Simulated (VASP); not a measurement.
Wanted: the native input for a VASP 6.6.1 run.

- Task: single point
- Functional: PBE
- Potentials or basis: VASP PAW PBE potentials, release 64 (Si, O)
- Cutoff: 520 eV
- k mesh: 9 × 9 × 1
- Occupations: gaussian, width 0.05 eV
- Spin: collinear spin, ferromagnetic start
- Starting moments: [0.0, 0.0, 0.0, 0.0, 0.0, 0.0, 2.0] μB
- Dipole correction: yes
- Further INCAR settings: ALGO = Normal; EDIFF = 1e-06; NBANDS = 28

The structure of Si6O lies in POSCAR:

```
Si6O
1.0
    3.8510821442      0.0000000000      0.0000000000
   -1.9255410721      3.3351349689      0.0000000000
    0.0000000000      0.0000000000     22.5320436023
Si O
6 1
Direct
    0.6666666667      0.3333333333      0.1775249538
    0.3333333333      0.6666666667      0.2130781088
    0.3333333333      0.6666666667      0.3187611744
    0.6666666667      0.3333333333      0.3526876124
    0.6666666667      0.3333333333      0.4598253233
    0.3333333333      0.6666666667      0.4896157578
    0.6666666667      1.3333333333      0.5359350400
```

These files were run (other wordings do the same):

INCAR

```
SYSTEM = Si6O
PREC = Accurate
ENCUT = 520
EDIFF = 1E-6
ISMEAR = 0
SIGMA = 0.05
LREAL = .False.
LASPH = .True.
NELM = 150
ALGO = Normal
ISIF = 2
LWAVE = .False.
LCHARG = .False.
ISPIN = 2
MAGMOM = 0 0 0 0 0 0 2
LORBIT = 11
LDIPOL = .True.
IDIPOL = 3
DIPOL = 0.5 0.5 0.364
GGA = PE
NBANDS = 28
```

KPOINTS

```
Automatic mesh
0
Gamma
  9 9 1
  0 0 0
```

Potentials or basis: VASP PAW PBE potentials, release 64 (Si, O).

Launch:

```bash
$ cat potpaw_PBE.64/Si/POTCAR potpaw_PBE.64/O/POTCAR > POTCAR
$ mpirun -np 1 vasp_std > vasp.out
```

It gave:

```
Largest force                                         : 0.618 eV/Å
Net moment                                            : -0.48 μB per cell
Site moments                                          : Si -0.16, -0.01, -0.03, +0.00, +0.01 (each value once); O +0.05 μB
Valence electrons inside the program's atomic spheres : Si 1.64, 1.67, 1.68, 1.65, 1.57 (each value once); O 4.91
```

Wall time 6.1 min on 1 thread of Intel(R) Xeon(R) 6975P-C (Granite Rapids), on a shared host, peak memory 0.58 GiB.
